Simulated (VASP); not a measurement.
**TlRh4: relaxation of cell and atoms with PBE**

The system is TlRh4.

```
Tl Rh
1.0
    -2.91277    2.91277    2.91277
     2.91277   -2.91277    2.91277
     2.91277    2.91277   -2.91277
Tl Rh
1 4
Cartesian
  0.0000 0.0000 0.0000
  1.8367 -1.8367 1.8367
  1.0760 1.0760 1.0760
  1.8367 1.8367 -1.8367
  -1.8367 1.8367 1.8367
```

The cell was built from a structure type or drawn by symmetry, and may not be a known phase.

| Quantity | Value |
| --- | --- |
| Program | VASP 6.6.1 |
| Task | relaxation of cell and atoms |
| Functional | PBE |
| Potentials or basis | VASP PAW PBE potentials, release 64 (Tl_d, Rh_pv) |
| Cutoff | 600 eV |
| k mesh | 4 × 4 × 4 |
| Occupations | gaussian, width 0.1 eV |
| Spin | no spin polarisation |
| Dipole correction | no |
| Further INCAR settings | ALGO = Normal; EDIFF = 1e-07; IBRION = 2; EDIFFG = -0.04; NSW = 90; ISIF = 3 |

```json
{"Relaxed volume": "20.67 Å³/atom", "Relaxed cell": "a = 5.120 Å, b = 5.120 Å, c = 5.120 Å, α = 109.47°, β = 109.47°, γ = 109.47°", "Space group after relaxing (to 0.1 Å)": "Im-3m (No. 229)", "Energy gained by relaxing": "6245.7 meV/atom", "Ionic steps": "13", "Pressure after relaxing": "0.3 GPa", "Largest force after relaxing": "0.024 eV/Å", "Band gap on the k mesh": "zero (an odd number of electrons rules out a gap without spin polarisation)"}
```

Forces in eV/Å, atoms in the order of the input:
```
Tl   0.000  0.000  0.000
Rh   0.014 -0.014  0.014
Rh  -0.014 -0.014 -0.014
Rh   0.014  0.014 -0.014
Rh  -0.014  0.014  0.014
```

Step by step:
| step | energy change (eV) | largest force (eV/Å) | pressure (GPa) | volume (Å³) |
| --- | --- | --- | --- | --- |
| 1 | 0.0000 | 33.8428 | 120.92 | 98.85 |
| 2 | -13.2349 | 0.6940 | -14.22 | 502.84 |
| 3 | -22.8026 | 0.2456 | -8.60 | 212.65 |
| 4 | -23.3605 | 0.3206 | -9.35 | 203.54 |
| 5 | -28.2833 | 0.6624 | -13.72 | 144.95 |
| 6 | -30.5514 | 0.0357 | -10.97 | 120.44 |
| 7 | -30.9435 | 1.2270 | -4.18 | 109.29 |
| 8 | -30.9475 | 1.0731 | -5.10 | 110.33 |
| 9 | -30.9475 | 1.1088 | -4.89 | 110.08 |
| 10 | -31.1906 | 0.5376 | 2.04 | 101.91 |
| 11 | -31.1907 | 0.5392 | 2.01 | 101.93 |
| 12 | -31.2285 | 0.0685 | 0.18 | 103.44 |
| 13 | -31.2287 | 0.0245 | 0.30 | 103.33 |

Final structure:
```
CELL_PARAMETERS angstrom
-2.95609 2.95609 2.95609
2.95609 -2.95609 2.95609
2.95609 2.95609 -2.95609
ATOMIC_POSITIONS crystal
Tl 0.00000 0.00000 0.00000
Rh 0.00000 0.49975 0.00000
Rh 0.50025 0.50025 0.50025
Rh 0.00000 0.00000 0.49975
Rh 0.49975 0.00000 0.00000
```

Levels at points of the mesh, in eV from the Fermi level:
```csv
k point,band 34,band 35,band 36,band 37,band 38,band 39
"(0.00, 0.00, 0.00)",0.18,0.18,0.88,0.88,0.88,1.08
"(0.50, 0.00, 0.00)",-0.52,-0.46,-0.33,-0.26,-0.20,-0.04
"(0.50, 0.50, 0.50)",-0.43,0.29,0.29,0.94,0.94,0.95
```

Wall time 8.4 min on 1 thread of Intel(R) Xeon(R) Platinum 8375C CPU @ 2.90GHz (Ice Lake) (shared host), peak memory 0.26 GiB.

Caveat: the k points lie up to 0.38 Å⁻¹ apart in the final cell, too coarse for converged energies and pressures of a metal; spin-orbit coupling is left out, which moves the levels of the heavy elements.
